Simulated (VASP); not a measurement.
Set up this calculation in VASP 6.6.1, as the native input.

| Item | Value |
| --- | --- |
| Task | single point |
| Functional | LDA |
| Potentials or basis | VASP PAW LDA potentials, release 64 (C, Mg) |
| Cutoff | 520 eV |
| k mesh | 8 × 8 × 8 |
| Occupations | fermi-dirac, width 0.02 eV |
| Spin | no spin polarisation |
| Dipole correction | no |
| Further INCAR settings | ALGO = Normal; EDIFF = 1e-06; NBANDS = 11 |

The structure of Mg2C lies in POSCAR:

```
Mg2C
1.0
    0.0000000000      2.6786153769      2.6786153769
    2.6786153769      0.0000000000      2.6786153769
    2.6786153769      2.6786153769      0.0000000000
C Mg
1 2
Direct
    0.0000000000      0.0000000000      0.0000000000
    0.2500000000      0.2500000000      0.2500000000
    0.7500000000      0.7500000000      0.7500000000
```

The input as run:

INCAR

```
SYSTEM = Mg2C
PREC     = Accurate       ! precision mode
ENCUT    = 520            ! plane-wave cutoff, eV
EDIFF    = 1E-6           ! SCF threshold, eV
ISMEAR   = -1             ! smearing method
SIGMA    = 0.02           ! smearing width, eV
LREAL    = .False.        ! projectors in reciprocal space
LASPH    = .True.         ! aspherical terms in the spheres
NELM     = 80             ! most SCF steps
ALGO     = Normal         ! electronic algorithm
ISIF     = 2              ! what is computed and relaxed
LWAVE    = .False.        ! write WAVECAR
LCHARG   = .False.        ! write CHGCAR
GGA      = CA             ! functional
NBANDS   = 11             ! bands
```

KPOINTS

```
Automatic mesh
0
Gamma
  8 8 8
  0 0 0
```

Potentials or basis: VASP PAW LDA potentials, release 64 (C, Mg).

Run with:

```console
$ cat potpaw_LDA.64/C/POTCAR potpaw_LDA.64/Mg/POTCAR > POTCAR
$ mpirun -np 1 vasp_std > vasp.out
```

Results of the run:

```
Pressure               : -0.6 GPa
Band gap on the k mesh : 0.75 eV (least direct gap 1.81 eV)
```

Caveat: the structure was generated, so it needn't be the stable form of Mg2C; semilocal functionals underestimate gaps, and a narrow one can read as zero.

It took 24 s on 1 thread of Intel Xeon 8259CL (shared host), peak memory 0.14 GiB.
